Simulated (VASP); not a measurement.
Write the native input for VASP 6.6.1 that does the following.

```
Task                   : single point
Functional             : revPBE
Potentials or basis    : VASP PAW PBE potentials, release 64 (Sn_d)
Cutoff                 : 520 eV
k mesh                 : 6 × 6 × 6
Occupations            : fermi-dirac, width 0.1 eV
Spin                   : no spin polarisation
Dipole correction      : no
Further INCAR settings : ALGO = Normal; EDIFF = 1e-06; NBANDS = 66
```

The structure of Sn lies in POSCAR:

```
Sn
1.0
    6.1747556558      0.0000000000      0.0000000000
    0.0000000000      6.1747556558      0.0000000000
    0.0000000000      0.0000000000      6.1747556558
Sn
8
Direct
    0.0000000000      0.0000000000      0.0000000000
    0.5000000000      0.5000000000      0.5000000000
    0.2500000000      1.0000000000      0.5000000000
    0.7500000000      1.0000000000      0.5000000000
    0.5000000000      0.2500000000      0.0000000000
    0.5000000000      0.7500000000      0.0000000000
    0.0000000000      0.5000000000      0.2500000000
    0.0000000000      0.5000000000      0.7500000000
```

One way to write it, as run:

INCAR

```
SYSTEM = Sn
PREC = Accurate
ENCUT = 520
EDIFF = 1E-6
ISMEAR = -1
SIGMA = 0.1
LREAL = .FALSE.
LASPH = .TRUE.
NELM = 100
ALGO = Normal
ISIF = 2
LWAVE = .FALSE.
LCHARG = .FALSE.
GGA = RE
NBANDS = 66
```

KPOINTS

```
Automatic mesh
0
G
  6 6 6
  0 0 0
```

Potentials or basis: VASP PAW PBE potentials, release 64 (Sn_d).

Run with:

```console
$ cat potpaw_PBE.64/Sn_d/POTCAR > POTCAR
$ mpirun -np 1 vasp_std > vasp.out
```

It gave:

| Item | Value |
| --- | --- |
| Pressure | -0.4 GPa |
| Band gap on the k mesh | zero (band 56 reaches 7.83 eV, above the bottom of band 57 at 6.36 eV) |

Caveat: the PAW data sets were made with another functional, which shifts forces and pressure a little; spin-orbit coupling is left out, which moves the levels of the heavy elements.

Wall time 11 min on 1 thread of AMD EPYC 7R13, with other jobs on the host, peak memory 0.41 GiB.
